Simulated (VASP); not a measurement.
Crystal: ZnS2.

```xyz
3
Lattice="0.0000 2.9632 2.9632 2.9632 0.0000 2.9632 2.9632 2.9632 0.0000" Properties=species:S:1:pos:R:3 pbc="T T T"
Zn    0.0000    0.0000    0.0000
S     1.4816    1.4816    1.4816
S     4.4448    4.4448    4.4448
```

* Program: VASP 6.6.1
* Task: relaxation of cell and atoms
* Functional: r2SCAN
* Potentials or basis: VASP PAW PBE potentials, release 64 (Zn, S)
* Cutoff: 600 eV
* k mesh: 14 × 14 × 14
* Occupations: gaussian, width 0.1 eV
* Spin: no spin polarisation

At the start: pressure 4.0 GPa; volume 17.35 Å³/atom.

Where does the relaxation end?

Over 4 steps the energy falls by 9.1 meV/atom and the volume is 18.14 Å³/atom (+4.6 %); space group Fm-3m (No. 225, to 0.1 Å) before and after.

The path:
```tsv
step	energy change (eV)	largest force (eV/Å)	pressure (GPa)	volume (Å³)
1	0.0000	0.0000	4.01	52.04
2	-0.0226	0.0000	-1.38	55.37
3	-0.0273	0.0000	0.10	54.34
4	-0.0273	0.0000	0.00	54.41
```

Final structure:
```
CELL_PARAMETERS angstrom
0.00000 3.00758 3.00758
3.00758 0.00000 3.00758
3.00758 3.00758 0.00000
ATOMIC_POSITIONS crystal
Zn 0.00000 0.00000 0.00000
S 0.25000 0.25000 0.25000
S 0.75000 0.75000 0.75000
```

Caveat: the PAW data sets were made with another functional, which shifts forces and pressure a little.
